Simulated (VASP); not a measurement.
# Si3O2 (P-4m2) in VASP: notebook, part 2 of 2

VASP 6.6.1. Earlier steps stand in the parts before.

## 3. Single point, PBE, collinear spin, ferromagnetic start

This run uses another cell than the first one, of 13.65 Å³/atom, 0.978 times its volume.

The input, INCAR:

```
ALGO = Normal ; EDIFF = 1E-6
ENCUT = 520 ; GGA = PE
ISIF = 2 ; ISMEAR = 0
ISPIN = 2 ; LASPH = T
LCHARG = T ; LELF = T
LORBIT = 11 ; LREAL = F
LVHAR = T ; LWAVE = F
MAGMOM = 0 0 0 1 1 ; NBANDS = 24
NELM = 150 ; PREC = Accurate
SIGMA = 0.1
```

The input, KPOINTS:

```
k-points
0
Gamma
  4 4 6
```

The input, POSCAR:

```
Si3O2
1.0
    4.3536431400      0.0000000000      0.0000000000
    0.0000000000      4.3536431400      0.0000000000
    0.0000000000      0.0000000000      3.6017188900
Si O
3 2
Direct
    0.0000000000      0.0000000000      0.7784332000
    0.0000000000      0.0000000000      0.2215668000
    0.5000000000      0.5000000000      0.5000000000
    0.0000000000      0.5000000000      0.0465951200
    0.5000000000      0.0000000000      0.9534048800
```

Potentials or basis: VASP PAW PBE potentials, release 64 (Si, O).

The run is started by

```sh
> cat potpaw_PBE.64/Si/POTCAR potpaw_PBE.64/O/POTCAR > POTCAR
> mpirun -np 1 vasp_std > vasp.out
```

OUTCAR:

```text
EDIFF = 1E-6
   ENCUT = 520
   GGA = PE
   ISIF = 2
   ISMEAR = 0
   ISPIN = 2
   LASPH = T
   LORBIT = 11
   LREAL = F
   NELM = 150
   PREC = Accurate

 ion  position               nearest neighbor table
   1  0.000  0.000  0.778-   2 1.60   2 2.01   5 2.27   5 2.27   4 2.38   4 2.38
   2  0.000  0.000  0.222-   1 1.60   1 2.01   4 2.27   4 2.27   5 2.38   5 2.38
   3  0.500  0.500  0.500-
   4  0.000  0.500  0.047-   2 2.27   2 2.27   1 2.38   1 2.38
   5  0.500  0.000  0.953-   1 2.27   1 2.27   2 2.38   2 2.38

  LATTYP: Found a simple tetragonal cell.
 ALAT       =     4.3536431400
 C/A-ratio  =     0.8272884971

  Lattice vectors:

 A1 = (   4.3536431400,   0.0000000000,   0.0000000000)
 A2 = (   0.0000000000,   4.3536431400,   0.0000000000)
 A3 = (   0.0000000000,   0.0000000000,   3.6017188900)

Analysis of symmetry for initial positions (statically):
=====================================================================
 Subroutine PRICEL returns:
 Original cell was already a primitive cell.

 Routine SETGRP: Setting up the symmetry group for a
 simple tetragonal supercell.

 Subroutine GETGRP returns: Found  8 space group operations
 (whereof  8 operations were pure point group operations)
 out of a pool of 16 trial point group operations.

The static configuration has the point symmetry D_2d.

Analysis of symmetry for dynamics (positions and initial velocities):
=====================================================================
 Subroutine PRICEL returns:
 Original cell was already a primitive cell.

 Routine SETGRP: Setting up the symmetry group for a
 simple tetragonal supercell.

 Subroutine GETGRP returns: Found  8 space group operations
 (whereof  8 operations were pure point group operations)
 out of a pool of 16 trial point group operations.

The dynamic configuration has the point symmetry D_2d.

Analysis of structural, dynamic, and magnetic symmetry:
=====================================================================
 Subroutine PRICEL returns:
 Original cell was already a primitive cell.

 Routine SETGRP: Setting up the symmetry group for a
 simple tetragonal supercell.

 Subroutine GETGRP returns: Found  8 space group operations
 (whereof  8 operations were pure point group operations)
 out of a pool of 16 trial point group operations.

The overall configuration has the point symmetry D_2d.

 Subroutine INISYM returns: Found  8 space group operations
 (whereof  8 operations are pure point group operations),
 and found     1 'primitive' translations

----------------------------------------------------------------------------------------

                                     Primitive cell

  volume of cell :      68.2677

  direct lattice vectors                    reciprocal lattice vectors
     4.353643140  0.000000000  0.000000000     0.229692689  0.000000000  0.000000000
     0.000000000  4.353643140  0.000000000     0.000000000  0.229692689  0.000000000
     0.000000000  0.000000000  3.601718890     0.000000000  0.000000000  0.277645211

  length of vectors
[... 86 lines left out ...]
   NELM   =    150;   NELMIN=  2; NELMDL= -5     # of ELM steps
   EDIFF  = 0.1E-05   stopping-criterion for ELM
   LREAL  =      F    real-space projection
   EDIFFG = 0.1E-04   stopping-criterion for IOM
   NSW    =      0    number of steps for IOM
   IBRION =     -1    ionic relax: 0-MD 1-quasi-New 2-CG
   NFREE  =      0    steps in history (QN), initial steepest desc. (CG)
   ISIF   =      2    stress and relaxation
   ISYM   =      2    0-nonsym 1-usesym 2-fastsym
   POTIM  = 0.5000    time-step for ionic-motion
   TEBEG  =    0.0;   TEEND  =   0.0 temperature during run
   PSTRESS=    0.0 pullay stress
   NELECT =      24.0000    total number of electrons
   NUPDOWN=      -1.0000    fix difference up-down
   EMIN   =  10.00;   EMAX   =-10.00  energy-range for DOS
   EFERMI =   0.00;   METHOD = LEGACY
   ISMEAR =     0;   SIGMA  =   0.10  broadening in eV -4-tet -1-fermi 0-gaus
   EFERMI_NEDOS =   21; number of points for ismear=-14 and -15
   IALGO  =     38    algorithm
   IMIX   =      4    mixing-type and parameters
     AMIX     =   0.40;   BMIX     =  1.00
     AMIX_MAG =   1.60;   BMIX_MAG =  1.00
  volume/ion in A,a.u.               =      13.65        92.14
  Fermi-wavevector in a.u.,A,eV,Ry     =   1.155421  2.183428 18.163732  1.334997
  Thomas-Fermi vector in A             =   2.292049
   LORBIT       =     11    0 simple, 1 ext, 2 COOP (PROOUT), +10 PAW based schemes
   GGA     = PE    functional components
   LHFCALC =     F    Hartree Fock is set to
   AEXX    =    0.0000 exact exchange contribution
   IVDW    =     0    specifies the selected vdW correction
   LEPSILON=     F    determine dielectric tensor
   LRPA    =     F    only Hartree local field effects (RPA)
 spin polarized calculation
 Gauss-broadening in eV      SIGMA  =   0.10
  energy-cutoff  :      520.00
  volume of cell :       68.27
 maximum number of plane-waves:      1868
   NGX = 17   NGY = 17   NGZ = 13

 number of electron      23.9999988 magnetization       0.0003383

 number of electron      23.9999988 magnetization      -0.0000183

 Free energy of the ion-electron system (eV)
  ---------------------------------------------------
  ext. energy  EPLUGINS =         0.00000000
  ---------------------------------------------------
  free energy    TOTEN  =       -17.24795050 eV

  energy without entropy =      -17.23697924  energy(sigma->0) =      -17.24246487

 E-fermi :   6.7859     XC(G=0): -10.4323

 val. band max:        6.7488456430   @ k =   0.5000   0.0000   0.3333
 cond. band min:       6.8405591003   @ k =   0.2500   0.0000   0.5000
 fundamental gap:      0.0917134574
 Fermi energy:         6.7858819167

 spin component 1

 k-point     1 :       0.0000    0.0000    0.0000
  band No.  band energies     occupation
      1     -12.3234      1.00000
      2     -11.0901      1.00000
      3      -4.0955      1.00000
      4      -0.6386      1.00000
      5      -0.6386      1.00000
      6      -0.3259      1.00000
[... 637 lines left out ...]
     23      17.3476      0.00000
     24      18.0105      0.00000
 Fermi energy:         6.7858819167

 spin component 2

 k-point     1 :       0.0000    0.0000    0.0000
  band No.  band energies     occupation
      1     -12.3234      1.00000
      2     -11.0901      1.00000
      3      -4.0955      1.00000
      4      -0.6386      1.00000
      5      -0.6386      1.00000
      6      -0.3259      1.00000
[... 637 lines left out ...]
     23      17.3476      0.00000
     24      18.0114      0.00000

------------------------ aborting loop because EDIFF is reached ----------------------------------------

  FORCE on cell =-STRESS in cart. coord.  units (eV):
  Direction    XX          YY          ZZ          XY          YZ          ZX
  --------------------------------------------------------------------------------------
  -------------------------------------------------------------------------------------
  Total       -6.3568709     -6.3568709     57.7527090      0.0000000      0.0000000      0.0000000
  in kB     -149.1895850   -149.1895850   1355.3999756      0.0000000      0.0000000      0.0000000
  external PRESSURE =     352.3402685 kB  Pullay stress =       0.0000000 kB

 VOLUME and BASIS-vectors are now :
 -----------------------------------------------------------------------------
  energy-cutoff  :      520.00
  volume of cell :       68.27
      direct lattice vectors                 reciprocal lattice vectors
     4.353643140  0.000000000  0.000000000     0.229692689  0.000000000  0.000000000
     0.000000000  4.353643140  0.000000000     0.000000000  0.229692689  0.000000000
     0.000000000  0.000000000  3.601718890     0.000000000  0.000000000  0.277645211

 POSITION                                       TOTAL-FORCE (eV/Angst)
 -----------------------------------------------------------------------------------
      0.00000      0.00000      2.80370        -0.000000     -0.000000    -26.406674
      0.00000      0.00000      0.79802         0.000000     -0.000000     26.406674
      2.17682      2.17682      1.80086         0.000000      0.000000      0.000000
      0.00000      2.17682      0.16782         0.000000     -0.000000      0.044739
      2.17682      0.00000      3.43390         0.000000     -0.000000     -0.044739
 -----------------------------------------------------------------------------------
    total drift:                                0.000000      0.000000      0.000000

  FREE ENERGIE OF THE ION-ELECTRON SYSTEM (eV)
  ---------------------------------------------------
  free  energy   TOTEN  =       -17.2479504956 eV

  energy  without entropy=      -17.2369792371  energy(sigma->0) =      -17.24246487

 total charge

# of ion       s       p       d       tot
------------------------------------------
    1        0.912   1.125   0.000   2.037
    2        0.912   1.125   0.000   2.037
    3        1.010   0.385   0.000   1.396
    4        1.611   3.221   0.000   4.831
    5        1.611   3.221   0.000   4.831
--------------------------------------------------
tot          6.055   9.076   0.000  15.131

 magnetization (x)

# of ion       s       p       d       tot
------------------------------------------
    1       -0.000   0.000   0.000   0.000
    2       -0.000   0.000   0.000   0.000
    3       -0.000   0.000   0.000   0.000
    4        0.000  -0.000   0.000  -0.000
    5        0.000  -0.000   0.000  -0.000
--------------------------------------------------
tot          0.000  -0.000   0.000  -0.000
```

OSZICAR:

```text
N       E                     dE             d eps       ncg     rms          rms(c)
DAV:   1     0.756797123958E+02    0.75680E+02   -0.10716E+04  2304   0.878E+02
DAV:   2    -0.151414686490E+02   -0.90821E+02   -0.85139E+02  2936   0.172E+02
DAV:   3    -0.201985688868E+02   -0.50571E+01   -0.50040E+01  3000   0.375E+01
DAV:   4    -0.202349461573E+02   -0.36377E-01   -0.36365E-01  2504   0.374E+00
DAV:   5    -0.202352890084E+02   -0.34285E-03   -0.34284E-03  3008   0.352E-01    0.135E+01
DAV:   6    -0.177538728916E+02    0.24814E+01   -0.13793E+01  2664   0.192E+01    0.721E+00
DAV:   7    -0.173296393475E+02    0.42423E+00   -0.24024E+00  2872   0.827E+00    0.332E+00
DAV:   8    -0.172565083490E+02    0.73131E-01   -0.34531E-01  2728   0.280E+00    0.157E+00
DAV:   9    -0.172482310353E+02    0.82773E-02   -0.30491E-02  2704   0.867E-01    0.604E-01
DAV:  10    -0.172478472599E+02    0.38378E-03   -0.20437E-03  2760   0.277E-01    0.215E-01
DAV:  11    -0.172478917531E+02   -0.44493E-04   -0.31839E-04  2728   0.105E-01    0.118E-01
DAV:  12    -0.172479383660E+02   -0.46613E-04   -0.63090E-05  2656   0.462E-02    0.365E-02
DAV:  13    -0.172479493901E+02   -0.11024E-04   -0.16595E-05  2640   0.260E-02    0.114E-02
DAV:  14    -0.172479505924E+02   -0.12023E-05   -0.10428E-06  1864   0.669E-03    0.436E-03
DAV:  15    -0.172479504956E+02    0.96796E-07   -0.27876E-07  1392   0.306E-03
   1 F= -.17247950E+02 E0= -.17242465E+02  d E =-.109713E-01  mag=    -0.0000
```

It took 23 s on 1 thread of Intel Xeon 6975P-C (Granite Rapids), shared host; peak memory 0.21 GiB.

What came out:

| Item | Value |
| --- | --- |
| Free energy | -17.2480 eV |
| Pressure | 35.2 GPa |
| Largest force | 26.407 eV/Å |
| Band gap on the k mesh | zero (filled and empty bands overlap) |
| Net moment | 0.00 μB per cell |
| Valence electrons inside the program's atomic spheres | Si 2.04, 1.40; O 4.83 |

Forces in eV/Å, atoms in the order of the input:
```
Si    0.000   0.000 -26.407
Si    0.000   0.000  26.407
Si    0.000   0.000   0.000
O     0.000   0.000   0.045
O     0.000   0.000  -0.045
```

Stress tensor (GPa, compression positive):
```
-14.92   0.00   0.00
  0.00 -14.92   0.00
  0.00   0.00 135.54
```

Caveat: the k points lie up to 0.36 Å⁻¹ apart; forces of over 1 eV/Å act on the atoms, so gaps and moduli don't describe the material at rest.
